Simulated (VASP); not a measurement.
Set up this calculation in VASP 6.6.1, as the native input.

| Item | Value |
| --- | --- |
| Task | single point |
| Functional | PBEsol |
| Potentials or basis | VASP PAW PBE potentials, release 64 (Mg, O) |
| Cutoff | 520 eV |
| k mesh | 9 × 9 × 4 |
| Occupations | gaussian, width 0.05 eV |
| Spin | no spin polarisation |
| Dipole correction | no |
| Further INCAR settings | ALGO = Normal; EDIFF = 1e-06; NBANDS = 26 |

The structure of MgO lies in POSCAR:

```
MgO
1.0
    3.2553371795      0.0000000000      0.0000000000
   -1.6276685897      2.8192046953      0.0000000000
    0.0000000000      0.0000000000     10.4149514991
Mg O
4 4
Direct
    0.3333333333      0.6666666667      0.9695963559
    0.0000000000      0.0000000000      0.2209473890
    0.0000000000      0.0000000000      0.7209473890
    0.6666666667      0.3333333333      0.4695963559
    0.3333333333      0.6666666667      0.7799156657
    0.0000000000      0.0000000000      0.4671284932
    0.0000000000      0.0000000000      0.0295387694
    0.6666666667      0.3333333333      0.2799156657
```

This cell differs from its parent crystal: atom 6 (O) moved by +0.000 Å along [1 0 0] and -0.650 Å along [0 0 1].

The input as run:

INCAR

```
SYSTEM = MgO
PREC = Accurate
ENCUT = 520
EDIFF = 1E-6
ISMEAR = 0
SIGMA = 0.05
LREAL = .False.
LASPH = .True.
NELM = 100
ALGO = Normal
ISIF = 2
LWAVE = .False.
LCHARG = .False.
GGA = PS
NBANDS = 26
```

KPOINTS

```
Automatic mesh
0
Gamma
  9 9 4
  0 0 0
```

Potentials or basis: VASP PAW PBE potentials, release 64 (Mg, O).

Run with:

```sh
$ cat potpaw_PBE.64/Mg/POTCAR potpaw_PBE.64/O/POTCAR > POTCAR
$ mpirun -np 1 vasp_std > vasp.out
```

It gave:

The pressure is 3.1 GPa. The largest force is 3.973 eV/Å and the band gap on the k mesh is 0.93 eV.

Caveat: the cell differs from its parent crystal (atom 6 (O) moved by +0.000 Å along [1 0 0] and -0.650 Å along [0 0 1]); the stress differs along the axes, from -2 to 6 GPa; the PAW data sets were made with another functional, which shifts forces and pressure a little.

Wall time 2.7 min on 1 thread of Intel Xeon 8259CL (shared host), peak memory 0.24 GiB.
